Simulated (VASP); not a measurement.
Set up this calculation in VASP 6.6.1, as the native input.

```yaml
Task: single point
Functional: PBE
Potentials_or_basis: VASP PAW PBE potentials, release 64 (Nb_sv, Si)
Cutoff: 520 eV
k_mesh: 14 × 14 × 13
Occupations: fermi-dirac, width 0.1 eV
Spin: no spin polarisation
Dipole_correction: no
Further_INCAR_settings: ALGO = Normal; EDIFF = 1e-07; NBANDS = 16
```

The structure of NbSi (WC type) lies in POSCAR:

```
NbSi
1.0
    2.6590728729      0.0000000000      0.0000000000
   -1.3295364365      2.3028246585      0.0000000000
    0.0000000000      0.0000000000      3.9363661074
Nb Si
1 1
Direct
    0.0000000000      0.0000000000      0.0000000000
    0.3333333333      0.6666666667      0.5000000000
```

These files were run (other wordings do the same):

INCAR

```
PREC = Accurate
ENCUT = 520
EDIFF = 1E-7
ISMEAR = -1
SIGMA = 0.1
LREAL = False
LASPH = True
NELM = 60
ALGO = Normal
ISIF = 2
LWAVE = False
LCHARG = True
GGA = PE
LELF = True
LVHAR = True
NBANDS = 16
```

KPOINTS

```
regular mesh
0
Gamma
  14 14 13
```

Potentials or basis: VASP PAW PBE potentials, release 64 (Nb_sv, Si).

Run with:

```sh
$ cat potpaw_PBE.64/Nb_sv/POTCAR potpaw_PBE.64/Si/POTCAR > POTCAR
$ mpirun -np 1 vasp_std > vasp.out
```

Results of the run:

```
Pressure               : 84.5 GPa
Band gap on the k mesh : zero (an odd number of electrons rules out a gap without spin polarisation)
```

Caveat: the cell stands under pressure.

Wall time 100 s on 1 thread of Intel Xeon 8259CL, on a shared host, peak memory 0.18 GiB.
